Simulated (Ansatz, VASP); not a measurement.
One calculation of Al3Cu, two programs

```
CELL_PARAMETERS angstrom
3.99958 -0.61532 -0.61532
-0.61532 3.99958 -0.61532
-0.61532 -0.61532 3.99958
ATOMIC_POSITIONS crystal
Al 0.00000 0.50000 0.50000
Al 0.50000 0.00000 0.50000
Al 0.50000 0.50000 0.00000
Cu 0.00000 0.00000 0.00000
```

Alike in both runs: task single point; functional PBEsol; k mesh 14 × 14 × 14; occupations gaussian, width 0.15 eV; no spin polarisation.

```csv
,VASP,Ansatz
version,VASP 6.6.1,Ansatz 0.2.0
potentials or method,"VASP PAW PBE potentials, release 64 (Al, Cu), cutoff 520 eV","scalar-relativistic, plane waves, PAW"
valence electrons in the cell,20,28
```

|  | VASP | Ansatz | Ansatz less VASP |
| --- | --- | --- | --- |
| gap on the k mesh at the Fermi level (eV) | none | none | - |
| pressure (GPa) | 16.7 | 16.6 | -0.15 |
| traceless stress, the component that is largest in VASP (GPa) | 6.50 | 6.50 | -0.005 |

VASP's potentials were made for PBE, not for PBEsol. A gap of «none» marks a metal or a gap that the smearing closes. VASP's potentials hold 20 valence electrons a cell and Ansatz's 28, so a difference there can come from the potentials and not from the codes.
